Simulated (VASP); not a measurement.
Write the native input for VASP 6.6.1 that does the following.

```yaml
Task: single point
Functional: PBE
Potentials_or_basis: VASP PAW PBE potentials, release 64 (Bi_d, Te)
Cutoff: 520 eV
k_mesh: 6 × 6 × 6
Occupations: fermi-dirac, width 0.1 eV
Spin: no spin polarisation
Dipole_correction: no
Further_INCAR_settings: ALGO = Normal; EDIFF = 1e-06; NBANDS = 32
```

The structure of Bi2Te3 (Tellurobismuthite) lies in POSCAR:

```
Bi2Te3
1.0
    2.1930000000      1.2661290000     10.1656670000
   -2.1930000000      1.2661290000     10.1656670000
    0.0000000000     -2.5322580000     10.1656670000
Bi Te
2 3
Direct
    0.4000000000      0.4000000000      0.4000000000
    0.6000000000      0.6000000000      0.6000000000
    0.0000000000      0.0000000000      0.0000000000
    0.2095000000      0.2095000000      0.2095000000
    0.7905000000      0.7905000000      0.7905000000
```

These files were run (other wordings do the same):

INCAR

```
SYSTEM = Bi2Te3
ALGO = Normal ; EDIFF = 1E-6
ENCUT = 520 ; GGA = PE
ISIF = 2 ; ISMEAR = -1
LASPH = .True. ; LCHARG = .False.
LREAL = .False. ; LWAVE = .False.
NBANDS = 32 ; NELM = 60
PREC = Accurate ; SIGMA = 0.1
```

KPOINTS

```
k-points
0
Gamma
  6 6 6
  0 0 0
```

Potentials or basis: VASP PAW PBE potentials, release 64 (Bi_d, Te).

Launch:

```console
$ cat potpaw_PBE.64/Bi_d/POTCAR potpaw_PBE.64/Te/POTCAR > POTCAR
$ mpirun -np 1 vasp_std > vasp.out
```

Results of the run:

| Item | Value |
| --- | --- |
| Pressure | 1.9 GPa |
| Largest force | 0.025 eV/Å |
| Band gap on the k mesh | 0.28 eV, direct |

Caveat: spin-orbit coupling is left out, which moves the levels of the heavy elements.

Wall time 9.2 min on 1 thread of AMD EPYC 9R45 96-Core Processor (Zen 5), on a shared host, peak memory 0.9 GiB.
